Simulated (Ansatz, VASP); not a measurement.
TiSi16 in VASP and in Ansatz

```
CELL_PARAMETERS angstrom
0.00000 5.43000 5.43000
5.43000 0.00000 5.43000
5.43000 5.43000 0.00000
ATOMIC_POSITIONS crystal
Si 0.00299 0.99685 0.00309
Si 0.12283 0.12975 0.12332
Si 0.00350 0.99681 0.49621
Si 0.13686 0.12112 0.62081
Si 0.99923 0.50039 0.99977
Si 0.12280 0.62391 0.12332
Si 0.00337 0.50341 0.49620
Si 0.12296 0.62386 0.62914
Si 0.49570 0.99688 0.00377
Si 0.62062 0.12114 0.13707
Si 0.49995 0.00001 0.50013
Si 0.62091 0.12106 0.62106
Si 0.49566 0.50361 0.00367
Si 0.62858 0.62389 0.12347
Si 0.49587 0.50387 0.49645
Si 0.62085 0.63703 0.62105
Ti 0.74953 0.25023 0.74993
```

Alike in both runs: functional PBE; k mesh 2 × 2 × 2; occupations fermi-dirac, width 0.05 eV; no spin polarisation.

Ansatz relaxed the structure, and its values are those at the end. VASP's run is a single point on that final structure, the one shown.

|  | VASP | Ansatz |
| --- | --- | --- |
| version | VASP 6.6.1 | Ansatz 0.2.0 |
| potentials or method | VASP PAW PBE potentials, release 64 (Si, Ti_sv), cutoff 520 eV | scalar-relativistic, plane waves, PAW |
| valence electrons in the cell | 76 | 76 |

```csv
,VASP,Ansatz,Ansatz less VASP
rms of the force components (eV/Å),0.008,0.010,+0.0012
```

The k mesh is coarse, so the values compare programs but aren't converged.
